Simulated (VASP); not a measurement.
Crystal: SiO2.

```
Si O
1.0
     4.98200    0.00000    0.00000
     0.00000    4.98200    0.00000
     0.00000    0.00000    6.96300
Si O
4 8
Direct
  0.79897 0.20103 0.75000
  0.70103 0.70103 0.50000
  0.20103 0.79897 0.25000
  0.29897 0.29897 0.00000
  0.10347 0.23989 0.82187
  0.26011 0.60347 0.07187
  0.89653 0.76011 0.32187
  0.73989 0.39653 0.57187
  0.60347 0.26011 0.92813
  0.76011 0.89653 0.67813
  0.39653 0.73989 0.42813
  0.23989 0.10347 0.17813
```

| Item | Value |
| --- | --- |
| Program | VASP 6.6.1 |
| Task | relaxation of cell and atoms |
| Functional | RPBE |
| Potentials or basis | VASP PAW PBE potentials, release 64 (Si, O) |
| Cutoff | 600 eV |
| k mesh | 6 × 6 × 4 |
| Occupations | fermi-dirac, width 0.05 eV |
| Spin | no spin polarisation |

At the start: pressure 8.6 GPa; volume 14.40 Å³/atom.

Question: How do energy, volume and symmetry change on relaxing?

Answer: Over 32 steps the energy falls by 20.9 meV/atom and the volume is 15.74 Å³/atom (+9.3 %); space group P4_12_12 (No. 92, to 0.1 Å) before and after.

The path:
```csv
step,energy change (eV),largest force (eV/Å),pressure (GPa),volume (Å³)
1,0.0000,0.5089,8.57,172.82
2,0.2002,0.8102,-9.21,192.81
3,-0.2237,0.1571,0.08,180.84
4,-0.2237,0.1489,0.23,180.68
5,-0.2155,0.3815,-0.21,181.40
6,-0.2262,0.0645,0.07,180.92
7,-0.2276,0.0578,0.05,181.12
8,-0.2301,0.0529,0.00,181.71
9,-0.2279,0.1734,-0.13,182.91
10,-0.2304,0.0861,-0.03,182.03
11,-0.2318,0.0668,0.04,182.17
12,-0.2349,0.0657,0.28,182.58
13,-0.2372,0.1274,0.71,183.40
14,-0.2376,0.1204,0.70,183.47
15,-0.2387,0.1000,0.66,183.70
16,-0.2404,0.0638,0.59,184.15
17,-0.2424,0.0677,0.43,185.06
18,-0.2403,0.2372,0.11,186.89
19,-0.2426,0.1048,0.35,185.51
20,-0.2434,0.0910,0.23,185.78
21,-0.2446,0.0655,-0.13,186.60
22,-0.2446,0.0650,-0.21,186.80
23,-0.2455,0.0598,-0.21,186.95
24,-0.2476,0.0454,-0.18,187.40
25,-0.2500,0.0315,-0.14,188.30
26,-0.2478,0.0799,-0.12,190.11
27,-0.2503,0.0371,-0.13,188.78
28,-0.2506,0.0340,0.12,188.60
29,-0.2506,0.0290,0.07,188.63
30,-0.2509,0.0182,0.14,188.65
31,-0.2510,0.0261,0.17,188.65
32,-0.2512,0.0099,0.07,188.82
```

Final structure:
```
CELL_PARAMETERS angstrom
5.13209 0.00000 0.00000
0.00000 5.13209 0.00000
0.00000 0.00000 7.16912
ATOMIC_POSITIONS crystal
Si 0.79076 0.20924 0.75000
Si 0.70924 0.70924 0.50000
Si 0.20924 0.79076 0.25000
Si 0.29076 0.29076 0.00000
O 0.08687 0.24244 0.82898
O 0.25756 0.58687 0.07898
O 0.91313 0.75756 0.32898
O 0.74244 0.41313 0.57898
O 0.58687 0.25756 0.92102
O 0.75756 0.91313 0.67102
O 0.41313 0.74244 0.42102
O 0.24244 0.08687 0.17102
```

Caveat: the PAW data sets were made with another functional, which shifts forces and pressure a little.
